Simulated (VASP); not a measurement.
# KBr (Pm-3m) in VASP: single point with r2SCAN

Aim: the single point of KBr with r2SCAN.

Everything below comes from runs of VASP 6.6.1. Logs are shortened: lines on timing, memory, paths and dates and some standing lists are left out, and cuts for length are marked.

**1. The cell of the first run**

The structure is cubic, space group Pm-3m (No. 221). Conventional cell: a = 3.976 Å, b = 3.976 Å, c = 3.976 Å, α = 90.00°, β = 90.00°, γ = 90.00°. K (site symmetry m-3m) has 8 Br at 3.44 Å and 6 K at 3.98 Å within 4.5 Å. Within 4.5 Å of Br (site symmetry m-3m) lie 8 K at 3.44 Å and 6 Br at 3.98 Å.

**2. Single point, r2SCAN**

POSCAR reads:

```
KBr
1.0
    3.9757950673      0.0000000000      0.0000000000
    0.0000000000      3.9757950673      0.0000000000
    0.0000000000      0.0000000000      3.9757950673
K Br
1 1
Direct
    0.0000000000      0.0000000000      0.0000000000
    0.5000000000      0.5000000000      0.5000000000
```

INCAR.step1 reads:

```
SYSTEM = KBr
  PREC = Accurate
  ENCUT = 520
  ISMEAR = -1
  SIGMA = 0.02
  LREAL = .FALSE.
  LASPH = .TRUE.
  NELM = 80
  NBANDS = 15
  GGA = PE
  ALGO = Normal
  EDIFF = 1E-4
  LWAVE = .TRUE.
  LCHARG = .FALSE.
```

INCAR.step2 reads:

```
SYSTEM = KBr
  PREC = Accurate
  ENCUT = 520
  EDIFF = 1E-6
  ISMEAR = -1
  SIGMA = 0.02
  LREAL = .FALSE.
  LASPH = .TRUE.
  NELM = 80
  ALGO = Normal
  ISIF = 2
  LWAVE = .FALSE.
  LCHARG = .TRUE.
  METAGGA = R2SCAN
  LMIXTAU = .TRUE.
  LELF = .TRUE.
  LVHAR = .TRUE.
  NBANDS = 15
  ISTART = 1
```

KPOINTS reads:

```
regular mesh
0
G
  7 7 7
  0 0 0
```

Potentials or basis: VASP PAW PBE potentials, release 64 (K_sv, Br).

Launch:

```
cat potpaw_PBE.64/K_sv/POTCAR potpaw_PBE.64/Br/POTCAR > POTCAR
cp INCAR.step1 INCAR
mpirun -np 1 vasp_std > vasp.out
cp INCAR.step2 INCAR
mpirun -np 1 vasp_std > vasp.out
```

OUTCAR:

```text
SYSTEM = KBr
   PREC = Accurate
   ENCUT = 520
   EDIFF = 1E-6
   ISMEAR = -1
   LREAL = .FALSE.
   LASPH = .TRUE.
   NELM = 80
   ISIF = 2
   METAGGA = R2SCAN
   ISTART = 1

 ion  position               nearest neighbor table
   1  0.000  0.000  0.000-
   2  0.500  0.500  0.500-

  LATTYP: Found a simple cubic cell.
 ALAT       =     3.9757950673

  Lattice vectors:

 A1 = (   3.9757950673,   0.0000000000,   0.0000000000)
 A2 = (   0.0000000000,   3.9757950673,   0.0000000000)
 A3 = (   0.0000000000,   0.0000000000,   3.9757950673)

Analysis of symmetry for initial positions (statically):
=====================================================================
 Subroutine PRICEL returns:
 Original cell was already a primitive cell.

 Routine SETGRP: Setting up the symmetry group for a
 simple cubic supercell.

 Subroutine GETGRP returns: Found 48 space group operations
 (whereof 48 operations were pure point group operations)
 out of a pool of 48 trial point group operations.

The static configuration has the point symmetry O_h .

Analysis of symmetry for dynamics (positions and initial velocities):
=====================================================================
 Subroutine PRICEL returns:
 Original cell was already a primitive cell.

 Routine SETGRP: Setting up the symmetry group for a
 simple cubic supercell.

 Subroutine GETGRP returns: Found 48 space group operations
 (whereof 48 operations were pure point group operations)
 out of a pool of 48 trial point group operations.

The dynamic configuration has the point symmetry O_h .

 Subroutine INISYM returns: Found 48 space group operations
 (whereof 48 operations are pure point group operations),
 and found     1 'primitive' translations

----------------------------------------------------------------------------------------

                                     Primitive cell

  volume of cell :      62.8452

  direct lattice vectors                    reciprocal lattice vectors
     3.975795067  0.000000000  0.000000000     0.251522018  0.000000000  0.000000000
     0.000000000  3.975795067  0.000000000     0.000000000  0.251522018  0.000000000
     0.000000000  0.000000000  3.975795067     0.000000000  0.000000000  0.251522018

  length of vectors
     3.975795067  3.975795067  3.975795067     0.251522018  0.251522018  0.251522018

  position of ions in fractional coordinates (direct lattice)
     0.000000000  0.000000000  0.000000000
     0.500000000  0.500000000  0.500000000

  ion indices of the primitive-cell ions
   primitive index   ion index
                 1           1
                 2           2

----------------------------------------------------------------------------------------

 KPOINTS: regular mesh

Automatic generation of k-mesh.
 Grid dimensions read from file:
 generate k-points for:    7    7    7

 Generating k-lattice:

  Cartesian coordinates                     Fractional coordinates (reciprocal lattice)
     0.035931717  0.000000000  0.000000000     0.142857143  0.000000000  0.000000000
     0.000000000  0.035931717  0.000000000     0.000000000  0.142857143  0.000000000
     0.000000000  0.000000000  0.035931717     0.000000000  0.000000000  0.142857143

  Length of vectors
     0.035931717  0.035931717  0.035931717

  Shift w.r.t. Gamma in fractional coordinates (k-lattice)
     0.000000000  0.000000000  0.000000000

 Subroutine IBZKPT returns following result:
 ===========================================

 Found     20 irreducible k-points:

 Following reciprocal coordinates:
            Coordinates               Weight
  0.000000  0.000000  0.000000      1.000000
  0.142857  0.000000  0.000000      6.000000
  0.285714  0.000000  0.000000      6.000000
  0.428571  0.000000  0.000000      6.000000
  0.142857  0.142857  0.000000     12.000000
  0.285714  0.142857  0.000000     24.000000
[... 12 lines left out ...]
  0.428571  0.428571  0.285714     24.000000
  0.428571  0.428571  0.428571      8.000000
   k-points           NKPTS =     20   k-points in BZ     NKDIM =     20   number of bands    NBANDS=     15
   number of dos      NEDOS =    301   number of ions     NIONS =      2
   total plane-waves  NPLWV =  27000
   dimension x,y,z NGX =    30 NGY =   30 NGZ =   30
   dimension x,y,z NGXF=    60 NGYF=   60 NGZF=   60
   ions per type =               1   1
   NGX,Y,Z   is equivalent  to a cutoff of  12.54, 12.54, 12.54 a.u.
   NGXF,Y,Z  is equivalent  to a cutoff of  25.09, 25.09, 25.09 a.u.
 SYSTEM =  KBr
   PREC   = accura    normal or accurate (medium, high low for compatibility)
   ISTART =      1    job   : 0-new  1-cont  2-samecut
   ICHARG =      0    charge: 1-file 2-atom 10-const
   ISPIN  =      1    spin polarized calculation?
   LNONCOLLINEAR =      F non collinear calculations
   LSORBIT =      F    spin-orbit coupling
   LASPH  =      T    aspherical Exc in radial PAW
   ENCUT  =  520.0 eV  38.22 Ry    6.18 a.u.   7.39  7.39  7.39*2*pi/ulx,y,z
   NELM   =     80;   NELMIN=  2; NELMDL=  0     # of ELM steps
   EDIFF  = 0.1E-05   stopping-criterion for ELM
   LREAL  =      F    real-space projection
   EDIFFG = 0.1E-04   stopping-criterion for IOM
   NSW    =      0    number of steps for IOM
   IBRION =     -1    ionic relax: 0-MD 1-quasi-New 2-CG
   NFREE  =      0    steps in history (QN), initial steepest desc. (CG)
   ISIF   =      2    stress and relaxation
   ISYM   =      2    0-nonsym 1-usesym 2-fastsym
   POTIM  = 0.5000    time-step for ionic-motion
   TEBEG  =    0.0;   TEEND  =   0.0 temperature during run
   PSTRESS=    0.0 pullay stress
   NELECT =      16.0000    total number of electrons
   NUPDOWN=      -1.0000    fix difference up-down
   EMIN   =  10.00;   EMAX   =-10.00  energy-range for DOS
   EFERMI =   0.00;   METHOD = LEGACY
   ISMEAR =    -1;   SIGMA  =   0.02  broadening in eV -4-tet -1-fermi 0-gaus
   EFERMI_NEDOS =   21; number of points for ismear=-14 and -15
   IALGO  =     38    algorithm
   IMIX   =      4    mixing-type and parameters
     AMIX     =   0.40;   BMIX     =  1.00
     AMIX_MAG =   1.60;   BMIX_MAG =  1.00
  volume/ion in A,a.u.               =      31.42       212.05
  Fermi-wavevector in a.u.,A,eV,Ry     =   1.037586  1.960754 14.647829  1.076585
  Thomas-Fermi vector in A             =   2.172031
   LORBIT       =      0    0 simple, 1 ext, 2 COOP (PROOUT), +10 PAW based schemes
   METAGGA = R2SCAN    functional components
   LHFCALC =     F    Hartree Fock is set to
   AEXX    =    0.0000 exact exchange contribution
   IVDW    =     0    specifies the selected vdW correction
   LEPSILON=     F    determine dielectric tensor
   LRPA    =     F    only Hartree local field effects (RPA)
 non-spin polarized calculation
  energy-cutoff  :      520.00
  volume of cell :       62.85
 maximum number of plane-waves:      1743
 NGX is ok and might be reduce to    30
   NGX = 15   NGY = 15   NGZ = 15

 number of electron      15.9999996 magnetization

 Free energy of the ion-electron system (eV)
  ---------------------------------------------------
  ext. energy  EPLUGINS =         0.00000000
  ---------------------------------------------------
  free energy    TOTEN  =       -23.14375282 eV

  energy without entropy =      -23.14375282  energy(sigma->0) =      -23.14375282

 E-fermi :  -0.4475     XC(G=0):  -8.4227

 val. band max:       -0.9157026628   @ k =   0.4286   0.4286   0.0000
 cond. band min:       3.8830519569   @ k =   0.0000   0.0000   0.0000
 fundamental gap:      4.7987546197
 Fermi energy:        -0.4474558875

 k-point     1 :       0.0000    0.0000    0.0000
  band No.  band energies     occupation
      1     -30.6345      2.00000
      2     -14.2177      2.00000
      3     -13.2860      2.00000
      4     -13.2860      2.00000
      5     -13.2860      2.00000
      6      -1.1692      2.00000
      7      -1.1692      2.00000
      8      -1.1692      2.00000
      9       3.8831      0.00000
     10       5.4604      0.00000
     11       5.4604      0.00000
     12       9.6664      0.00000
     13       9.6664      0.00000
     14       9.6664      0.00000
     15      12.3734      0.00000

 k-point     2 :       0.1429    0.0000    0.0000
  band No.  band energies     occupation
      1     -30.6322      2.00000
      2     -14.2505      2.00000
      3     -13.2817      2.00000
      4     -13.2817      2.00000
      5     -13.2467      2.00000
      6      -1.6107      2.00000
      7      -1.1645      2.00000
      8      -1.1645      2.00000
      9       4.3696      0.00000
     10       5.6271      0.00000
     11       5.9323      0.00000
     12       9.6016      0.00000
     13       9.6016      0.00000
     14       9.7616      0.00000
     15      11.5819      0.00000

 k-point     3 :       0.2857    0.0000    0.0000
  band No.  band energies     occupation
      1     -30.6270      2.00000
      2     -14.3216      2.00000
      3     -13.2719      2.00000
      4     -13.2719      2.00000
      5     -13.1580      2.00000
      6      -2.3964      2.00000
      7      -1.1543      2.00000
      8      -1.1543      2.00000
      9       5.3579      0.00000
     10       6.1044      0.00000
     11       7.0190      0.00000
     12       9.5534      0.00000
     13       9.5534      0.00000
     14      10.0019      0.00000
     15      10.1372      0.00000
[... 271 lines left out ...]
 k-point    19 :       0.4286    0.4286    0.2857
  band No.  band energies     occupation
      1     -30.6054      2.00000
      2     -13.8776      2.00000
      3     -13.4172      2.00000
      4     -13.3880      2.00000
      5     -13.3484      2.00000
      6      -2.3838      2.00000
      7      -2.3767      2.00000
      8      -1.9302      2.00000
      9       6.2276      0.00000
     10       7.3801      0.00000
     11       7.4439      0.00000
     12       8.4319      0.00000
     13       9.6455      0.00000
     14       9.7123      0.00000
     15      11.3876      0.00000

 k-point    20 :       0.4286    0.4286    0.4286
  band No.  band energies     occupation
      1     -30.6017      2.00000
      2     -13.8032      2.00000
      3     -13.4041      2.00000
      4     -13.4041      2.00000
      5     -13.4004      2.00000
      6      -2.3944      2.00000
      7      -2.3944      2.00000
      8      -2.3644      2.00000
      9       6.9719      0.00000
     10       7.2350      0.00000
     11       7.2350      0.00000
     12       9.3346      0.00000
     13       9.5126      0.00000
     14       9.5126      0.00000
     15      11.3148      0.00000

------------------------ aborting loop because EDIFF is reached ----------------------------------------

  FORCE on cell =-STRESS in cart. coord.  units (eV):
  Direction    XX          YY          ZZ          XY          YZ          ZX
  --------------------------------------------------------------------------------------
  -------------------------------------------------------------------------------------
  Total       -0.0027510     -0.0027510     -0.0027510     -0.0000000     -0.0000000      0.0000000
  in kB       -0.0701341     -0.0701341     -0.0701341     -0.0000000     -0.0000000      0.0000000
  external PRESSURE =      -0.0701341 kB  Pullay stress =       0.0000000 kB

 VOLUME and BASIS-vectors are now :
 -----------------------------------------------------------------------------
  energy-cutoff  :      520.00
  volume of cell :       62.85
      direct lattice vectors                 reciprocal lattice vectors
     3.975795067  0.000000000  0.000000000     0.251522018  0.000000000  0.000000000
     0.000000000  3.975795067  0.000000000     0.000000000  0.251522018  0.000000000
     0.000000000  0.000000000  3.975795067     0.000000000  0.000000000  0.251522018

 POSITION                                       TOTAL-FORCE (eV/Angst)
 -----------------------------------------------------------------------------------
      0.00000      0.00000      0.00000         0.000000      0.000000      0.000000
      1.98790      1.98790      1.98790         0.000000      0.000000      0.000000
 -----------------------------------------------------------------------------------
    total drift:                                0.000000      0.000000     -0.000000

  FREE ENERGIE OF THE ION-ELECTRON SYSTEM (eV)
  ---------------------------------------------------
  free  energy   TOTEN  =       -23.1437528152 eV

  energy  without entropy=      -23.1437528152  energy(sigma->0) =      -23.14375282
```

It took 55 s on 1 thread of Intel Xeon 6975P-C (Granite Rapids), shared host; peak memory 0.17 GiB.

Results:

```yaml
Free_energy: -23.1438 eV
Pressure: 0.0 GPa
Band_gap_on_the_k_mesh: 4.80 eV, indirect (least direct gap 5.05 eV)
```

Caveat: the PAW data sets were made with another functional, which shifts forces and pressure a little.
